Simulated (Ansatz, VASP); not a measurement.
## GaN in VASP and in Ansatz

The input INCAR:

```
SYSTEM = GaN
PREC     = Accurate       ! precision mode
ENCUT    = 600            ! plane-wave cutoff, eV
EDIFF    = 1E-6           ! SCF threshold, eV
ISMEAR   = 0              ! smearing method
SIGMA    = 0.02           ! smearing width, eV
LREAL    = .False.        ! projectors in reciprocal space
LASPH    = .True.         ! aspherical terms in the spheres
NELM     = 120            ! most SCF steps
ALGO     = Normal         ! electronic algorithm
ISIF     = 2              ! what is computed and relaxed
LWAVE    = .False.        ! write WAVECAR
LCHARG   = .False.        ! write CHGCAR
GGA      = PE             ! functional
NBANDS   = 16             ! bands
GGA_COMPAT= .False.
```

Contents of KPOINTS:

```
Automatic mesh
0
Gamma
  6 6 6
  0 0 0
```

POSCAR

```
GaN
1.0
    0.0000000000      2.2535006075      2.2535006075
    2.2535006075      0.0000000000      2.2535006075
    2.2535006075      2.2535006075      0.0000000000
Ga N
1 1
Direct
    0.0000000000      0.0000000000      0.0000000000
    0.7500000000      0.7500000000      0.7500000000
```

Input for Ansatz:

```yaml
crystal:
  lattice:
    - [0.0, 2.2535006075, 2.2535006075]
    - [2.2535006075, 0.0, 2.2535006075]
    - [2.2535006075, 2.2535006075, 0.0]
  atoms:
    - { symbol: Ga, position: [0.0, 0.0, 0.0] }
    - { symbol: "N", position: [0.75, 0.75, 0.75] }
basis:
  ecutwfc: 420
kpoints:
  mp_grid: { grid: [6, 6, 6] }
hamiltonian:
  xc: pbe
scf:
  occupations: { method: gaussian, width: 0.02 }
output:
  forces: true
  stress: true
  eigenvalues: true
```

Alike in both runs: task single point; functional PBE; k mesh 6 × 6 × 6; occupations gaussian, width 0.02 eV; no spin polarisation.

```csv
,VASP,Ansatz
version,VASP 6.6.1,Ansatz 0.2.0
potentials or method,"VASP PAW PBE potentials, release 64 (Ga_d, N), cutoff 600 eV","scalar-relativistic, plane waves, PAW"
valence electrons in the cell,18,18
```

Ansatz gave:

| Quantity | Value |
| --- | --- |
| gap on the k mesh at the Fermi level (eV) | 1.71 |
| least direct gap on the mesh (eV) | 1.71 |
| pressure (GPa) | 5.0 |

Problem. Which values does VASP return?

Solution. gap on the k mesh at the Fermi level (eV): 1.72; least direct gap on the mesh (eV): 1.72; pressure (GPa): 4.9.
